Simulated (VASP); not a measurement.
# Zn (C2/m) in VASP: notebook, part 2 of 2

VASP 6.6.1. Earlier steps stand in the parts before.

## Step 3: Electric field gradients, PBE (shortest bond scaled by 0.58)

The input, INCAR:

```
PREC = Accurate
ENCUT = 520
EDIFF = 1E-8
ISMEAR = -1
SIGMA = 0.05
LREAL = F
LASPH = T
NELM = 60
ALGO = Normal
ISIF = 2
LWAVE = F
LCHARG = F
GGA = PE
LEFG = T
NBANDS = 19
```

The input, KPOINTS:

```
Automatic mesh
0
Gamma
  13 13 6
```

The input, POSCAR:

```
Zn
1.0
    2.6700000000      0.0000000000      0.0000000000
   -1.3350000000      2.3122878281      0.0000000000
    0.0000000000      0.0000000000      4.9660000000
Zn
2
Direct
    0.1933333333      0.5966666667      0.1450000000
    0.8066666667      0.4033333333      0.8550000000
```

Potentials or basis: VASP PAW PBE potentials, release 64 (Zn).

Command:

```bash
$ cat potpaw_PBE.64/Zn/POTCAR > POTCAR
$ mpirun -np 1 vasp_std > vasp.out
```

OUTCAR:

```text
PREC = Accurate
   ENCUT = 520
   EDIFF = 1E-8
   ISMEAR = -1
   LREAL = F
   LASPH = T
   NELM = 60
   ISIF = 2
   GGA = PE

 ion  position               nearest neighbor table
   1  0.193  0.597  0.145-   2 1.70   2 2.42   2 2.42
   2  0.807  0.403  0.855-   1 1.70   1 2.42   1 2.42

  LATTYP: Found a hexagonal cell.
 ALAT       =     2.6700000000
 C/A-ratio  =     1.8599250936

  Lattice vectors:

 A1 = (   2.6700000000,   0.0000000000,   0.0000000000)
 A2 = (  -1.3350000000,   2.3122878281,   0.0000000000)
 A3 = (   0.0000000000,   0.0000000000,   4.9660000000)

Analysis of symmetry for initial positions (statically):
=====================================================================
 Subroutine PRICEL returns:
 Original cell was already a primitive cell.

 Routine SETGRP: Setting up the symmetry group for a
 hexagonal supercell.

 Subroutine GETGRP returns: Found  4 space group operations
 (whereof  4 operations were pure point group operations)
 out of a pool of 24 trial point group operations.

The static configuration has the point symmetry C_2h.

Analysis of symmetry for dynamics (positions and initial velocities):
=====================================================================
 Subroutine PRICEL returns:
 Original cell was already a primitive cell.

 Routine SETGRP: Setting up the symmetry group for a
 hexagonal supercell.

 Subroutine GETGRP returns: Found  4 space group operations
 (whereof  4 operations were pure point group operations)
 out of a pool of 24 trial point group operations.

The dynamic configuration has the point symmetry C_2h.

 Subroutine INISYM returns: Found  4 space group operations
 (whereof  4 operations are pure point group operations),
 and found     1 'primitive' translations

----------------------------------------------------------------------------------------

                                     Primitive cell

  volume of cell :      30.6591

  direct lattice vectors                    reciprocal lattice vectors
     2.670000000  0.000000000  0.000000000     0.374531835  0.216236056  0.000000000
    -1.335000000  2.312287828  0.000000000     0.000000000  0.432472112  0.000000000
     0.000000000  0.000000000  4.966000000     0.000000000  0.000000000  0.201369311

  length of vectors
     2.670000000  2.670000000  4.966000000     0.432472112  0.432472112  0.201369311

  position of ions in fractional coordinates (direct lattice)
     0.193333333  0.596666667  0.145000000
     0.806666667  0.403333333  0.855000000

  ion indices of the primitive-cell ions
   primitive index   ion index
                 1           1
                 2           2

----------------------------------------------------------------------------------------

 KPOINTS: Automatic mesh

[... 68 lines left out ...]
   LREAL  =      F    real-space projection
   EDIFFG = 0.1E-06   stopping-criterion for IOM
   NSW    =      0    number of steps for IOM
   IBRION =     -1    ionic relax: 0-MD 1-quasi-New 2-CG
   NFREE  =      0    steps in history (QN), initial steepest desc. (CG)
   ISIF   =      2    stress and relaxation
   ISYM   =      2    0-nonsym 1-usesym 2-fastsym
   POTIM  = 0.5000    time-step for ionic-motion
   TEBEG  =    0.0;   TEEND  =   0.0 temperature during run
   PSTRESS=    0.0 pullay stress
   NELECT =      24.0000    total number of electrons
   NUPDOWN=      -1.0000    fix difference up-down
   EMIN   =  10.00;   EMAX   =-10.00  energy-range for DOS
   EFERMI =   0.00;   METHOD = LEGACY
   ISMEAR =    -1;   SIGMA  =   0.05  broadening in eV -4-tet -1-fermi 0-gaus
   EFERMI_NEDOS =   21; number of points for ismear=-14 and -15
   IALGO  =     38    algorithm
   IMIX   =      4    mixing-type and parameters
     AMIX     =   0.40;   BMIX     =  1.00
     AMIX_MAG =   1.60;   BMIX_MAG =  1.00
  volume/ion in A,a.u.               =      15.33       103.45
  Fermi-wavevector in a.u.,A,eV,Ry     =   1.508778  2.851177 30.972445  2.276410
  Thomas-Fermi vector in A             =   2.619187
   LORBIT       =      0    0 simple, 1 ext, 2 COOP (PROOUT), +10 PAW based schemes
   GGA     = PE    functional components
   LHFCALC =     F    Hartree Fock is set to
   AEXX    =    0.0000 exact exchange contribution
   IVDW    =     0    specifies the selected vdW correction
   LEPSILON=     F    determine dielectric tensor
   LRPA    =     F    only Hartree local field effects (RPA)
 non-spin polarized calculation
  energy-cutoff  :      520.00
  volume of cell :       30.66
 maximum number of plane-waves:       851
   NGX =  9   NGY =  9   NGZ = 19

 number of electron      23.9999994 magnetization

 Free energy of the ion-electron system (eV)
  ---------------------------------------------------
  ext. energy  EPLUGINS =         0.00000000
  ---------------------------------------------------
  free energy    TOTEN  =         3.31174629 eV

  energy without entropy =        3.31886363  energy(sigma->0) =        3.31530496

 E-fermi :   3.2126     XC(G=0): -11.0882

 val. band max:        3.2110189442   @ k =  -0.1538   0.4615   0.1667
 cond. band min:       3.2241741760   @ k =  -0.2308  -0.4615   0.5000
 fundamental gap:      0.0131552318
 Fermi energy:         3.2126205370

 k-point     1 :       0.0000    0.0000    0.0000
  band No.  band energies     occupation
      1      -8.8398      2.00000
      2      -7.6773      2.00000
      3      -7.6260      2.00000
      4      -6.8522      2.00000
      5      -6.0971      2.00000
      6      -5.5502      2.00000
[... 505 lines left out ...]
      6      -5.1890      2.00000
[... 11 lines left out ...]
     18      16.5414      0.00000
     19      20.3990      0.00000

 [... further k-points ...]

------------------------ aborting loop because EDIFF is reached ----------------------------------------

  FORCE on cell =-STRESS in cart. coord.  units (eV):
  Direction    XX          YY          ZZ          XY          YZ          ZX
  --------------------------------------------------------------------------------------
  -------------------------------------------------------------------------------------
  Total       10.2853824      5.7710103     26.1728212      3.9095609      7.1645564     12.4093606
  in kB      537.4909480    301.5800175   1367.7327642    204.3048588    374.4036006    648.4852747
  external PRESSURE =     735.6012432 kB  Pullay stress =       0.0000000 kB

 VOLUME and BASIS-vectors are now :
 -----------------------------------------------------------------------------
  energy-cutoff  :      520.00
  volume of cell :       30.66
      direct lattice vectors                 reciprocal lattice vectors
     2.670000000  0.000000000  0.000000000     0.374531835  0.216236056  0.000000000
    -1.335000000  2.312287828  0.000000000     0.000000000  0.432472112  0.000000000
     0.000000000  0.000000000  4.966000000     0.000000000  0.000000000  0.201369311

 POSITION                                       TOTAL-FORCE (eV/Angst)
 -----------------------------------------------------------------------------------
     -0.28035      1.37967      0.72007         8.645297      4.991364     18.687924
      1.61535      0.93262      4.24593        -8.645297     -4.991364    -18.687924
 -----------------------------------------------------------------------------------
    total drift:                                0.000000      0.000000     -0.000000

  FREE ENERGIE OF THE ION-ELECTRON SYSTEM (eV)
  ---------------------------------------------------
  free  energy   TOTEN  =         3.3117462855 eV

  energy  without entropy=        3.3188636349  energy(sigma->0) =        3.31530496

 Electric field gradients (V/A^2)
---------------------------------------------------------------------
 ion       V_xx      V_yy      V_zz      V_xy      V_xz      V_yz
---------------------------------------------------------------------
   1     -11.050    27.283   -16.233   -33.197   -35.368   -20.420
   2     -11.050    27.283   -16.233   -33.197   -35.368   -20.420
---------------------------------------------------------------------

 Electric field gradients after diagonalization (V/A^2)
 (convention: |V_zz| > |V_xx| > |V_yy|)
----------------------------------------------------------------------
 ion       V_xx      V_yy      V_zz     asymmetry (V_yy - V_xx)/ V_zz
----------------------------------------------------------------------
   1      46.450    18.209   -64.659       0.437
   2      46.450    18.209   -64.659       0.437
----------------------------------------------------------------------

           NMR quadrupolar parameters

 Cq : quadrupolar parameter    Cq=e*Q*V_zz/h
 eta: asymmetry parameters     (V_yy - V_xx)/ V_zz
 Q  : nuclear electric quadrupole moment in mb (millibarn)
----------------------------------------------------------------------
 ion       Cq(MHz)       eta       Q (mb)
----------------------------------------------------------------------
   1      -0.156       0.437       1.000
   2      -0.156       0.437       1.000
----------------------------------------------------------------------
```

OSZICAR:

```text
N       E                     dE             d eps       ncg     rms          rms(c)
DAV:   1     0.124087741495E+03    0.12409E+03   -0.12531E+04 10960   0.202E+03
DAV:   2     0.964031691560E+01   -0.11445E+03   -0.11124E+03 10711   0.310E+02
DAV:   3     0.303822951329E+01   -0.66021E+01   -0.65737E+01 11773   0.799E+01
DAV:   4     0.298776265023E+01   -0.50467E-01   -0.50454E-01 11572   0.716E+00
DAV:   5     0.298767845453E+01   -0.84196E-04   -0.84195E-04 11607   0.270E-01    0.129E+01
DAV:   6     0.324292443228E+01    0.25525E+00   -0.41463E-01 13845   0.141E+01    0.775E+00
DAV:   7     0.330646224402E+01    0.63538E-01   -0.10990E-01 11543   0.248E+00    0.101E+00
DAV:   8     0.331114867393E+01    0.46864E-02   -0.97683E-03 11790   0.906E-01    0.255E-01
DAV:   9     0.331177578053E+01    0.62711E-03   -0.28289E-03 11143   0.401E-01    0.272E-02
DAV:  10     0.331175063237E+01   -0.25148E-04   -0.12656E-04 11416   0.909E-02    0.133E-02
DAV:  11     0.331174645308E+01   -0.41793E-05   -0.10235E-05 12850   0.424E-02    0.372E-03
DAV:  12     0.331174624172E+01   -0.21136E-06   -0.15127E-06 11469   0.206E-02    0.129E-03
DAV:  13     0.331174628859E+01    0.46871E-07   -0.10964E-07 11653   0.275E-03    0.236E-04
DAV:  14     0.331174628554E+01   -0.30504E-08   -0.29935E-09  6597   0.618E-04
   1 F= 0.33117463E+01 E0= 0.33153050E+01  d E =-.711735E-02
```

stdout:

```text
POSCAR found type information on POSCAR Zn
 POSCAR found :  1 types and       2 ions
 scaLAPACK will be used
 LDA part: xc-table for (Slater+PW92), standard interpolation
 POSCAR, INCAR and KPOINTS ok, starting setup
 FFT: planning ... GRIDC
 FFT: planning ... GRID_SOFT
 FFT: planning ... GRID
 WAVECAR not read
 entering main loop
ion   1
     0.0000468    -0.3953978     0.6567154     1.9726264     1.1374644    -0.2282831
     0.0000645    -0.3953978     0.6567154     1.9726264     1.1374644    -0.2282830
     0.0000888    -0.3953978     0.6567154     1.9726264     1.1374644    -0.2282830
     0.0001223    -0.3953977     0.6567154     1.9726264     1.1374645    -0.2282830

     0.0000468    32.4503648    22.0482657    17.6070903    38.1887164    18.7352268
     0.0000645    32.4497728    22.0479416    17.6069827    38.1881551    18.7348851
     0.0000888    32.4488040    22.0474164    17.6068164    38.1872454    18.7343257
     0.0001223    32.4472266    22.0465698    17.6065617    38.1857790    18.7334150

ion   2
     0.0000468    -0.3953978     0.6567154     1.9726264     1.1374644    -0.2282831
     0.0000645    -0.3953978     0.6567154     1.9726264     1.1374644    -0.2282830
     0.0000888    -0.3953978     0.6567154     1.9726264     1.1374644    -0.2282830
     0.0001223    -0.3953977     0.6567154     1.9726264     1.1374645    -0.2282830

     0.0000468    32.4503648    22.0482657    17.6070903    38.1887164    18.7352268
     0.0000645    32.4497728    22.0479416    17.6069827    38.1881551    18.7348851
     0.0000888    32.4488040    22.0474164    17.6068164    38.1872454    18.7343257
     0.0001223    32.4472266    22.0465698    17.6065617    38.1857790    18.7334150
```

Wall time 3.5 min (1 thread of Oxide Virtual Turin-like, shared host); peak memory 0.21 GiB.

What came out:

```
Free energy                             : 3.3117 eV
Pressure                                : 73.6 GPa
Largest force                           : 21.187 eV/Å
Band gap on the k mesh                  : zero (bands 12 and 13 overlap by 2.85 eV)
Largest electric field gradient by atom : Zn -64.7 V/Å²
```

Forces on the atoms (eV/Å):
```
Zn    8.645   4.991  18.688
Zn   -8.645  -4.991 -18.688
```

Stress tensor (GPa, compression positive):
```
 53.75  20.43  64.85
 20.43  30.16  37.44
 64.85  37.44 136.77
```

Electric field gradients, principal values (V/Å²):
```
atom   least  middle  greatest (by size)
1 Zn  18.209  46.450             -64.659
2 Zn  18.209  46.450             -64.659
```

Caveat: the cell differs from its parent crystal (shortest bond scaled by 0.58); atoms lie so close that the PAW spheres overlap strongly, which falsifies energies and pressures; the stress differs along the axes, from 30 to 137 GPa; without QUAD_EFG the Cq values of the log hold for a quadrupole moment of 1 mb, not for the nuclei; forces of over 1 eV/Å act on the atoms, so gaps and moduli don't describe the material at rest.

The gap in the log of VASP goes by the Fermi energy; the results here count the filled bands.